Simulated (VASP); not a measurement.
# Ta in VASP: notebook

Ta is run at these levels: LDA; tasks: single point.

All numbers are computed with VASP 6.6.1; they aren't measurements. Logs are shortened: lines on timing, memory, paths and dates and some standing lists are left out, and cuts for length are marked.

**1. The cell of the first run**

The cell holds a slab with vacuum, 5 atoms: a = 4.600 Å, b = 4.600 Å, c = 19.756 Å, α = 90.00°, β = 90.00°, γ = 120.00°.

**2. Single point, LDA**

Input file INCAR:

```
ALGO     = Normal         # electronic algorithm
DIPOL    = 0.5 0.5 0.500
EDIFF    = 1E-6           # SCF threshold, eV
ENCUT    = 520            # plane-wave cutoff, eV
IDIPOL   = 3            
ISIF     = 2              # what is computed and relaxed
ISMEAR   = -1             # smearing method
LASPH    = True           # aspherical terms in the spheres
LCHARG   = False          # write CHGCAR
LDIPOL   = True         
LREAL    = False          # projectors in reciprocal space
LWAVE    = False          # write WAVECAR
NBANDS   = 36             # bands
NELM     = 80             # most SCF steps
PREC     = Accurate       # precision mode
SIGMA    = 0.05           # smearing width, eV
```

Input file KPOINTS:

```
k-points
0
Gamma
  10 10 1
```

Input file POSCAR:

```
Ta
1.0
    4.6002256691      0.0000000000      0.0000000000
   -2.3001128346      3.9839122926      0.0000000000
    0.0000000000      0.0000000000     19.7561000000
Ta
5
Direct
    0.8333333330      0.1666666670      0.4049390182
    0.1666666670      0.8333333330      0.4524695089
    0.5000000000      0.5000000000      0.5000000000
    0.8333333330      0.1666666670      0.5475304911
    0.1666666670      0.8333333330      0.5950609818
```

Potentials or basis: VASP PAW LDA potentials, release 64 (Ta_pv).

Command:

```
$ cat potpaw_LDA.64/Ta_pv/POTCAR > POTCAR
$ mpirun -np 1 vasp_std > vasp.out
```

OUTCAR:

```text
EDIFF = 1E-6
   ENCUT = 520
   ISIF = 2
   ISMEAR = -1
   LASPH = True
   LREAL = False
   NELM = 80
   PREC = Accurate

 ion  position               nearest neighbor table
   1  0.833  0.167  0.405-   2 2.82   2 2.82   4 2.82   2 2.82   3 3.25   3 3.25   3 3.25
   2  0.167  0.833  0.452-   1 2.82   1 2.82   3 2.82   5 2.82   3 2.82   3 2.82   1 2.82   4 3.25
                             4 3.25   4 3.25
   3  0.500  0.500  0.500-   2 2.82   4 2.82   2 2.82   4 2.82   2 2.82   4 2.82   1 3.25   5 3.25
                             1 3.25   5 3.25   1 3.25   5 3.25
   4  0.833  0.167  0.548-   5 2.82   5 2.82   3 2.82   1 2.82   3 2.82   3 2.82   5 2.82   2 3.25
                             2 3.25   2 3.25
   5  0.167  0.833  0.595-   4 2.82   4 2.82   2 2.82   4 2.82   3 3.25   3 3.25   3 3.25

  LATTYP: Found a hexagonal cell.
 ALAT       =     4.6002256691
 C/A-ratio  =     4.2945936615

  Lattice vectors:

 A1 = (   4.6002256691,   0.0000000000,   0.0000000000)
 A2 = (  -2.3001128346,   3.9839122926,   0.0000000000)
 A3 = (   0.0000000000,   0.0000000000,  19.7561000000)

Analysis of symmetry for initial positions (statically):
=====================================================================
 Subroutine PRICEL returns:
 Original cell was already a primitive cell.

 Routine SETGRP: Setting up the symmetry group for a
 hexagonal supercell.

 Subroutine GETGRP returns: Found 12 space group operations
 (whereof  4 operations were pure point group operations)
 out of a pool of 24 trial point group operations.

The static configuration has the point symmetry C_2h.
 The point group associated with its full space group is D_3d.

Analysis of symmetry for dynamics (positions and initial velocities):
=====================================================================
 Subroutine PRICEL returns:
 Original cell was already a primitive cell.

 Routine SETGRP: Setting up the symmetry group for a
 hexagonal supercell.

 Subroutine GETGRP returns: Found 12 space group operations
 (whereof  4 operations were pure point group operations)
 out of a pool of 24 trial point group operations.

The dynamic configuration has the point symmetry C_2h.
 The point group associated with its full space group is D_3d.

 Subroutine INISYM returns: Found 12 space group operations
 (whereof  4 operations are pure point group operations),
 and found     1 'primitive' translations

----------------------------------------------------------------------------------------

                                     Primitive cell

  volume of cell :     362.0680

  direct lattice vectors                    reciprocal lattice vectors
     4.600225669  0.000000000  0.000000000     0.217380640  0.125504771  0.000000000
    -2.300112835  3.983912293  0.000000000     0.000000000  0.251009542  0.000000000
     0.000000000  0.000000000 19.756100000     0.000000000  0.000000000  0.050617278

  length of vectors
     4.600225669  4.600225669 19.756100000     0.251009542  0.251009542  0.050617278

  position of ions in fractional coordinates (direct lattice)
     0.833333333  0.166666667  0.404939018
     0.166666667  0.833333333  0.452469509
     0.500000000  0.500000000  0.500000000
     0.833333333  0.166666667  0.547530491
     0.166666667  0.833333333  0.595060982

  ion indices of the primitive-cell ions
   primitive index   ion index
                 1           1
                 2           2
                 3           3
                 4           4
                 5           5

----------------------------------------------------------------------------------------

 KPOINTS: k-points

Automatic generation of k-mesh.
 Grid dimensions read from file:
 generate k-points for:   10   10    1

 Generating k-lattice:

  Cartesian coordinates                     Fractional coordinates (reciprocal lattice)
     0.021738064  0.012550477  0.000000000     0.100000000 -0.000000000  0.000000000
     0.000000000  0.025100954  0.000000000     0.000000000  0.100000000  0.000000000
     0.000000000  0.000000000  0.050617278     0.000000000  0.000000000  1.000000000

  Length of vectors
     0.025100954  0.025100954  0.050617278

  Shift w.r.t. Gamma in fractional coordinates (k-lattice)
     0.000000000  0.000000000  0.000000000

 Subroutine IBZKPT returns following result:
 ===========================================

 Found     14 irreducible k-points:

 Following reciprocal coordinates:
            Coordinates               Weight
  0.000000  0.000000  0.000000      1.000000
  0.100000  0.000000  0.000000      6.000000
  0.200000  0.000000  0.000000      6.000000
  0.300000  0.000000  0.000000      6.000000
  0.400000  0.000000  0.000000      6.000000
  0.500000  0.000000  0.000000      3.000000
  0.100000  0.100000  0.000000      6.000000
  0.200000  0.100000  0.000000     12.000000
  0.300000  0.100000  0.000000     12.000000
  0.400000  0.100000  0.000000     12.000000
  0.200000  0.200000  0.000000      6.000000
  0.300000  0.200000  0.000000     12.000000
  0.400000  0.200000  0.000000      6.000000
  0.300000  0.300000  0.000000      6.000000
   k-points           NKPTS =     14   k-points in BZ     NKDIM =     14   number of bands    NBANDS=     36
   number of dos      NEDOS =    301   number of ions     NIONS =      5
   total plane-waves  NPLWV = 194400
   dimension x,y,z NGX =    36 NGY =   36 NGZ =  150
   dimension x,y,z NGXF=    72 NGYF=   72 NGZF=  300
   ions per type =               5
   NGX,Y,Z   is equivalent  to a cutoff of  13.01, 13.01, 12.62 a.u.
   NGXF,Y,Z  is equivalent  to a cutoff of  26.02, 26.02, 25.24 a.u.
 SYSTEM =  unknown system
   PREC   = accura    normal or accurate (medium, high low for compatibility)
   ISTART =      0    job   : 0-new  1-cont  2-samecut
   ICHARG =      2    charge: 1-file 2-atom 10-const
   ISPIN  =      1    spin polarized calculation?
   LNONCOLLINEAR =      F non collinear calculations
   LSORBIT =      F    spin-orbit coupling
   LASPH  =      T    aspherical Exc in radial PAW
   ENCUT  =  520.0 eV  38.22 Ry    6.18 a.u.   8.55  8.55 36.73*2*pi/ulx,y,z
   NELM   =     80;   NELMIN=  2; NELMDL= -5     # of ELM steps
   EDIFF  = 0.1E-05   stopping-criterion for ELM
   LREAL  =      F    real-space projection
   EDIFFG = 0.1E-04   stopping-criterion for IOM
   NSW    =      0    number of steps for IOM
   IBRION =     -1    ionic relax: 0-MD 1-quasi-New 2-CG
   NFREE  =      0    steps in history (QN), initial steepest desc. (CG)
   ISIF   =      2    stress and relaxation
   ISYM   =      2    0-nonsym 1-usesym 2-fastsym
   POTIM  = 0.5000    time-step for ionic-motion
   TEBEG  =    0.0;   TEEND  =   0.0 temperature during run
   PSTRESS=    0.0 pullay stress
   NELECT =      55.0000    total number of electrons
   NUPDOWN=      -1.0000    fix difference up-down
   EMIN   =  10.00;   EMAX   =-10.00  energy-range for DOS
   EFERMI =   0.00;   METHOD = LEGACY
   ISMEAR =    -1;   SIGMA  =   0.05  broadening in eV -4-tet -1-fermi 0-gaus
   EFERMI_NEDOS =   21; number of points for ismear=-14 and -15
   IALGO  =     38    algorithm
   IMIX   =      4    mixing-type and parameters
     AMIX     =   0.40;   BMIX     =  1.00
     AMIX_MAG =   1.60;   BMIX_MAG =  1.00
  volume/ion in A,a.u.               =      72.41       488.67
  Fermi-wavevector in a.u.,A,eV,Ry     =   0.873506  1.650686 10.381409  0.763012
  Thomas-Fermi vector in A             =   1.992906
   LORBIT       =      0    0 simple, 1 ext, 2 COOP (PROOUT), +10 PAW based schemes
   GGA     = CA    functional components
   LHFCALC =     F    Hartree Fock is set to
   AEXX    =    0.0000 exact exchange contribution
   IVDW    =     0    specifies the selected vdW correction
   LEPSILON=     F    determine dielectric tensor
   LRPA    =     F    only Hartree local field effects (RPA)
 non-spin polarized calculation
  energy-cutoff  :      520.00
  volume of cell :      362.07
 maximum number of plane-waves:      9811
 NGX is ok and might be reduce to    36
   NGX = 17   NGY = 17   NGZ = 73

 number of electron      55.0000012 magnetization

 dipolmoment           0.000000      0.000000      0.000000 electrons x Angstroem

 Free energy of the ion-electron system (eV)
  ---------------------------------------------------
  ext. energy  EPLUGINS =         0.00000000
  ---------------------------------------------------
  free energy    TOTEN  =       -56.31584309 eV

  energy without entropy =      -56.26669844  energy(sigma->0) =      -56.29127076

 E-fermi :  -1.3553     XC(G=0):  -4.4199

 val. band max:       -1.4087234662   @ k =   0.0000   0.0000   0.0000
 cond. band min:      -1.3352996852   @ k =   0.1000   0.0000   0.0000
 fundamental gap:      0.0734237810
 Fermi energy:        -1.3552979126

 k-point     1 :       0.0000    0.0000    0.0000
  band No.  band energies     occupation
      1     -35.7356      2.00000
      2     -35.7284      2.00000
      3     -35.6062      2.00000
      4     -35.6062      2.00000
      5     -35.5721      2.00000
      6     -35.5721      2.00000
[... 28 lines left out ...]
     35       1.3034      0.00000
     36       1.3343      0.00000

 k-point     2 :       0.1000    0.0000    0.0000
  band No.  band energies     occupation
      1     -35.7404      2.00000
      2     -35.7356      2.00000
      3     -35.6380      2.00000
      4     -35.6260      2.00000
      5     -35.5705      2.00000
      6     -35.5614      2.00000
[... 28 lines left out ...]
     35       1.2968      0.00000
     36       1.3217      0.00000

 k-point     3 :       0.2000    0.0000    0.0000
  band No.  band energies     occupation
      1     -35.7664      2.00000
      2     -35.7454      2.00000
      3     -35.6940      2.00000
      4     -35.6354      2.00000
      5     -35.5754      2.00000
      6     -35.5512      2.00000
[... 28 lines left out ...]
     35       1.2167      0.00000
     36       1.3108      0.00000

 k-point     4 :       0.3000    0.0000    0.0000
  band No.  band energies     occupation
      1     -35.8020      2.00000
      2     -35.7531      2.00000
      3     -35.7452      2.00000
      4     -35.6158      2.00000
      5     -35.5835      2.00000
      6     -35.5506      2.00000
[... 28 lines left out ...]
     35       1.0231      0.00000
     36       1.0571      0.00000

 k-point     5 :       0.4000    0.0000    0.0000
  band No.  band energies     occupation
      1     -35.8287      2.00000
      2     -35.7796      2.00000
      3     -35.7575      2.00000
      4     -35.5902      2.00000
      5     -35.5841      2.00000
      6     -35.5563      2.00000
[... 265 lines left out ...]
 k-point    12 :       0.3000    0.2000    0.0000
  band No.  band energies     occupation
      1     -35.8229      2.00000
      2     -35.8071      2.00000
      3     -35.6936      2.00000
      4     -35.6499      2.00000
      5     -35.5933      2.00000
      6     -35.5273      2.00000
[... 28 lines left out ...]
     35       0.6923      0.00000
     36       1.0835      0.00000

 k-point    13 :       0.4000    0.2000    0.0000
  band No.  band energies     occupation
      1     -35.8296      2.00000
      2     -35.8113      2.00000
      3     -35.6963      2.00000
      4     -35.6577      2.00000
      5     -35.5683      2.00000
      6     -35.5309      2.00000
[... 28 lines left out ...]
     35       0.6297      0.00000
     36       1.1501      0.00000

 k-point    14 :       0.3000    0.3000    0.0000
  band No.  band energies     occupation
      1     -35.8236      2.00000
      2     -35.8178      2.00000
      3     -35.6732      2.00000
      4     -35.6705      2.00000
      5     -35.5679      2.00000
      6     -35.5329      2.00000
[... 28 lines left out ...]
     35       0.5455      0.00000
     36       0.7514      0.00000

------------------------ aborting loop because EDIFF is reached ----------------------------------------

 vacuum level on the upper side and lower side of the slab       (xc-potential included)        -0.140        -0.140

  FORCE on cell =-STRESS in cart. coord.  units (eV):
  Direction    XX          YY          ZZ          XY          YZ          ZX
  --------------------------------------------------------------------------------------
  -------------------------------------------------------------------------------------
  Total      -10.7425079    -10.7425079    -11.6707034      0.0000000      0.0000000      0.0000000
  in kB      -47.5363842    -47.5363842    -51.6437171      0.0000000      0.0000000      0.0000000
  external PRESSURE =     -48.9054952 kB  Pullay stress =       0.0000000 kB

 VOLUME and BASIS-vectors are now :
 -----------------------------------------------------------------------------
  energy-cutoff  :      520.00
  volume of cell :      362.07
      direct lattice vectors                 reciprocal lattice vectors
     4.600225669  0.000000000  0.000000000     0.217380640  0.125504771  0.000000000
    -2.300112835  3.983912293  0.000000000     0.000000000  0.251009542  0.000000000
     0.000000000  0.000000000 19.756100000     0.000000000  0.000000000  0.050617278

 POSITION                                       TOTAL-FORCE (eV/Angst)
 -----------------------------------------------------------------------------------
      3.45017      0.66399      8.00002         0.000000     -0.000000      2.652228
     -1.15006      3.31993      8.93903        -0.000000      0.000000      0.895081
      1.15006      1.99196      9.87805         0.000000      0.000000      0.000000
      3.45017      0.66399     10.81707         0.000000     -0.000000     -0.895081
     -1.15006      3.31993     11.75608        -0.000000      0.000000     -2.652228
 -----------------------------------------------------------------------------------
    total drift:                                0.000000      0.000000     -0.000000

  FREE ENERGIE OF THE ION-ELECTRON SYSTEM (eV)
  ---------------------------------------------------
  free  energy   TOTEN  =       -56.3158430917 eV

  energy  without entropy=      -56.2666984354  energy(sigma->0) =      -56.29127076

 vacuum level on the upper side and lower side of the slab         2.328         2.328
```

It took 9.6 min on 1 thread of AMD EPYC 7R13, shared host; peak memory 0.38 GiB.

Results:

* Free energy: -56.3158 eV
* Largest force: 2.652 eV/Å
* Band gap on the k mesh: zero (an odd number of electrons rules out a gap without spin polarisation)

Forces in eV/Å, atoms in the order of the input:
```
Ta   0.000  0.000  2.652
Ta   0.000  0.000  0.895
Ta   0.000  0.000  0.000
Ta   0.000  0.000 -0.895
Ta   0.000  0.000 -2.652
```

Levels at points of the mesh, in eV from the Fermi level:
```
           k point  band 25  band 26  band 27  band 28  band 29  band 30
(0.00, 0.00, 0.00)    -0.87    -0.54    -0.54    -0.45    -0.05    -0.05
(0.50, 0.00, 0.00)    -0.83    -0.76    -0.56    -0.53     0.32     0.77
```

Caveat: spin-orbit coupling is left out, which moves the levels of the heavy elements.

**3. Single point, LDA**

Input file INCAR:

```
SYSTEM = Ta
ALGO     = Normal         ! electronic algorithm
DIPOL    = 0.5 0.5 0.500
EDIFF    = 1E-6           ! SCF threshold, eV
ENCUT    = 520            ! plane-wave cutoff, eV
IDIPOL   = 3            
ISIF     = 2              ! what is computed and relaxed
ISMEAR   = -1             ! smearing method
LASPH    = .True.         ! aspherical terms in the spheres
LCHARG   = .False.        ! write CHGCAR
LDIPOL   = .True.       
LREAL    = .False.        ! projectors in reciprocal space
LWAVE    = .False.        ! write WAVECAR
NBANDS   = 36             ! bands
NELM     = 80             ! most SCF steps
PREC     = Accurate       ! precision mode
SIGMA    = 0.05           ! smearing width, eV
```

Input file KPOINTS:

```
k-points
0
Gamma
  10 10 1
  0 0 0
```

Input file POSCAR:

```
Ta
1.0
    4.6002256691      0.0000000000      0.0000000000
   -2.3001128346      3.9839122926      0.0000000000
    0.0000000000      0.0000000000     19.7561000000
Ta
5
Direct
    0.8333333333      0.1666666667      0.4169545150
    0.1666666667      0.8333333333      0.4556693267
    0.5000000000      0.5000000000      0.4999999459
    0.8333333333      0.1666666667      0.5443306958
    0.1666666667      0.8333333333      0.5830455166
```

Potentials or basis: VASP PAW LDA potentials, release 64 (Ta_pv).

Command:

```
$ cat potpaw_LDA.64/Ta_pv/POTCAR > POTCAR
$ mpirun -np 1 vasp_std > vasp.out
```

It took 13 min on 1 thread of AMD EPYC 7R13, shared host; peak memory 0.38 GiB.

Results (log left out):

```
Free energy            : -57.1195 eV
Largest force          : 0.081 eV/Å
Band gap on the k mesh : zero (an odd number of electrons rules out a gap without spin polarisation)
```

Forces on the atoms (eV/Å):
```
Ta   0.000  0.000 -0.081
Ta   0.000  0.000 -0.056
Ta   0.000  0.000  0.000
Ta   0.000  0.000  0.056
Ta   0.000  0.000  0.081
```

Levels at points of the mesh, in eV from the Fermi level:
| k point | band 25 | band 26 | band 27 | band 28 | band 29 | band 30 |
| --- | --- | --- | --- | --- | --- | --- |
| (0.00, 0.00, 0.00) | -1.08 | -0.77 | -0.51 | -0.51 | 0.27 | 0.27 |
| (0.50, 0.00, 0.00) | -0.99 | -0.93 | -0.92 | -0.68 | 0.38 | 0.68 |

Caveat: spin-orbit coupling is left out, which moves the levels of the heavy elements.

**4. Single point, LDA**

Input file INCAR:

```
ALGO     = Normal         # electronic algorithm
DIPOL    = 0.5 0.5 0.500
EDIFF    = 1E-6           # SCF threshold, eV
ENCUT    = 520            # plane-wave cutoff, eV
GGA      = CA             # functional
IDIPOL   = 3            
ISIF     = 2              # what is computed and relaxed
ISMEAR   = -1             # smearing method
LASPH    = T              # aspherical terms in the spheres
LCHARG   = F              # write CHGCAR
LDIPOL   = T            
LREAL    = F              # projectors in reciprocal space
LWAVE    = F              # write WAVECAR
NBANDS   = 36             # bands
NELM     = 80             # most SCF steps
PREC     = Accurate       # precision mode
SIGMA    = 0.05           # smearing width, eV
```

Input file KPOINTS:

```
k-points
0
Gamma
  10 10 1
```

POSCAR is that of step 3.

Command:

```
$ cat potpaw_LDA.64/Ta_pv/POTCAR > POTCAR
$ mpirun -np 1 vasp_std > vasp.out
```

Run time: 12 min. Hardware: 1 thread of AMD EPYC 7R13, shared host; peak memory 0.38 GiB.

The run converged. Its results:

* Free energy: -57.1195 eV
* Largest force: 0.081 eV/Å
* Band gap on the k mesh: zero (an odd number of electrons rules out a gap without spin polarisation)

Forces in eV/Å, atoms in the order of the input:
```
Ta   0.000  0.000 -0.081
Ta   0.000  0.000 -0.056
Ta   0.000  0.000  0.000
Ta   0.000  0.000  0.056
Ta   0.000  0.000  0.081
```

Levels at points of the mesh, in eV from the Fermi level:
```csv
k point,band 25,band 26,band 27,band 28,band 29,band 30
"(0.00, 0.00, 0.00)",-1.08,-0.77,-0.51,-0.51,0.27,0.27
"(0.50, 0.00, 0.00)",-0.99,-0.93,-0.92,-0.68,0.38,0.68
```

Caveat: spin-orbit coupling is left out, which moves the levels of the heavy elements.

The gap in the log of VASP goes by the Fermi energy; the results here count the filled bands.